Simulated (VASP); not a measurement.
Wanted: the native input for a VASP 6.6.1 run.

| Item | Value |
| --- | --- |
| Task | single point |
| Functional | r2SCAN |
| Potentials or basis | VASP PAW PBE potentials, release 64 (Cs_sv, Br) |
| Cutoff | 550 eV |
| k mesh | 6 × 6 × 6 |
| Occupations | gaussian, width 0.01 eV |
| Spin | no spin polarisation |
| Dipole correction | no |
| Further INCAR settings | ALGO = Normal; EDIFF = 1e-06; NBANDS = 15 |

CsBr:

```
Cs Br
1.0
     4.31960    0.00000    0.00000
     0.00000    4.31960    0.00000
     0.00000    0.00000    4.31960
Cs Br
1 1
Direct
  0.00000 0.00000 0.00000
  0.50000 0.50000 0.50000
```

These files were run (other wordings do the same):

POSCAR

```
CsBr
1.0
    4.3196005605      0.0000000000      0.0000000000
    0.0000000000      4.3196005605      0.0000000000
    0.0000000000      0.0000000000      4.3196005605
Cs Br
1 1
Direct
    0.0000000000      0.0000000000      0.0000000000
    0.5000000000      0.5000000000      0.5000000000
```

INCAR.step1

```
SYSTEM = CsBr
PREC = Accurate
ENCUT = 550
ISMEAR = 0
SIGMA = 0.01
LREAL = .FALSE.
LASPH = .TRUE.
NELM = 120
NBANDS = 15
GGA = PE
ALGO = Normal
EDIFF = 1E-5
LWAVE = .TRUE.
LCHARG = .FALSE.
GGA_COMPAT = .FALSE.
```

INCAR.step2

```
SYSTEM = CsBr
PREC = Accurate
ENCUT = 550
EDIFF = 1E-6
ISMEAR = 0
SIGMA = 0.01
LREAL = .FALSE.
LASPH = .TRUE.
NELM = 120
ALGO = Normal
ISIF = 2
LWAVE = .FALSE.
LCHARG = .TRUE.
METAGGA = R2SCAN
LMIXTAU = .TRUE.
LELF = .TRUE.
LVHAR = .TRUE.
NBANDS = 15
ISTART = 1
GGA_COMPAT = .FALSE.
```

KPOINTS

```
Automatic mesh
0
G
  6 6 6
  0 0 0
```

Potentials or basis: VASP PAW PBE potentials, release 64 (Cs_sv, Br).

The run is started by

```bash
$ cat potpaw_PBE.64/Cs_sv/POTCAR potpaw_PBE.64/Br/POTCAR > POTCAR
$ cp INCAR.step1 INCAR
$ mpirun -np 1 vasp_std > vasp.out
$ cp INCAR.step2 INCAR
$ mpirun -np 1 vasp_std > vasp.out
```

It gave:

* Pressure: 0.1 GPa
* Band gap on the k mesh: 5.19 eV

Caveat: the PAW data sets were made with another functional, which shifts forces and pressure a little; spin-orbit coupling is left out, which moves the levels of the heavy elements.

Wall time 72 s on 1 thread of Intel(R) Xeon(R) Platinum 8259CL CPU @ 2.50GHz (Skylake/Cascade Lake), with other jobs on the host, peak memory 0.22 GiB.
